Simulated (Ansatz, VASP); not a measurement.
# NiSbH: VASP beside Ansatz

```
Ni Sb H
1.0
     4.29211    0.00000    0.00000
    -2.14605    3.71707    0.00000
     0.00000    0.00000    4.77466
Ni Sb H
2 2 2
Direct
  0.00000 0.00000 0.00000
  0.00000 0.00000 0.50000
  0.33333 0.66667 0.25000
  0.66667 0.33333 0.75000
  0.33333 0.66667 0.75000
  0.66667 0.33333 0.25000
```

Alike in both runs: task relaxation of cell and atoms; functional PBE; k mesh 12 × 12 × 6; occupations gaussian, width 0.1 eV; no spin polarisation.

```csv
,VASP,Ansatz
version,VASP 6.6.1,Ansatz 0.2.0
potentials or method,"VASP PAW PBE potentials, release 64 (Ni, Sb, H), cutoff 600 eV","scalar-relativistic, plane waves, PAW"
valence electrons in the cell,32,68
```

VASP gave:

* gap on the k mesh at the Fermi level, each at its own relaxed structure (eV): none
* relaxed volume (Å³/atom): 12.74
* relaxed cell length with the largest relative difference (Å): 4.783

Task: Estimate Ansatz's values.

Result: gap on the k mesh at the Fermi level, each at its own relaxed structure (eV): none; relaxed volume (Å³/atom): 12.74; relaxed cell length with the largest relative difference (Å): 4.781.

A gap of «none» marks a metal or a gap that the smearing closes. VASP's potentials hold 32 valence electrons a cell and Ansatz's 68, so a difference there can come from the potentials and not from the codes.

Spin-orbit coupling is off throughout.
